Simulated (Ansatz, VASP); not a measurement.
# Re: VASP beside Ansatz

```
CELL_PARAMETERS angstrom
-1.53475 1.53475 1.53475
1.53475 -1.53475 1.53475
1.53475 1.53475 -1.53475
ATOMIC_POSITIONS crystal
Re 0.00000 0.00000 0.00000
```

Alike in both runs: task single point; functional LDA; k mesh 14 × 14 × 14; occupations fermi-dirac, width 0.1 eV; non-collinear spin, spin-orbit coupling.

|  | VASP | Ansatz |
| --- | --- | --- |
| version | VASP 6.6.1 | Ansatz 0.2.0 |
| potentials or method | VASP PAW LDA potentials, release 64 (Re), cutoff 520 eV | plane waves (420 eV) with PAW, fully relativistic with spin-orbit coupling |
| valence electrons in the cell | 7 | 15 |

```csv
,VASP,Ansatz,Ansatz less VASP
net moment per atom (μB),0.00,0.00,0.000
```

Ansatz warns that its potentials were made for another functional, while VASP's fit it. LDA's correlation is that of Perdew and Zunger in VASP and of Perdew and Wang (1992) in Ansatz. VASP's potentials hold 7 valence electrons a cell and Ansatz's 15, so a difference there can come from the potentials and not from the codes.
